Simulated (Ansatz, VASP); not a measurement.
# Two plane-wave programs on Gd

```
CELL_PARAMETERS angstrom
-2.00939 2.00939 2.00939
2.00939 -2.00939 2.00939
2.00939 2.00939 -2.00939
ATOMIC_POSITIONS crystal
Gd 0.00000 0.00000 0.00000
```

Change from the starting cell: volume scaled by 0.98, PAW files.

Alike in both runs: task electric field gradients; functional PBE; k mesh 13 × 13 × 13; occupations fermi-dirac, width 0.05 eV; collinear spin.

```csv
,VASP,Ansatz
version,VASP 6.6.1,Ansatz 0.2.0
potentials or method,"VASP PAW PBE potentials, release 64 (Gd)","PAW with Ansatz's default frozen-core files, scalar-relativistic"
plane-wave cutoff (eV),520,420
valence electrons in the cell,18,18
```

|  | VASP | Ansatz | Ansatz less VASP |
| --- | --- | --- | --- |
| pressure (GPa) | 0.7 | 0.7 | +0.01 |
| net moment per atom (μB) | 7.65 | 7.64 | -0.005 |
| size of the moment on the site where the two differ most (μB) | 7.02 | 7.35 | +0.332 |

Site moments also hang on the region over which each program counts them. The functional is the same, so the differences come from potentials, cutoffs and numerics.

Neither program's run includes spin-orbit coupling.
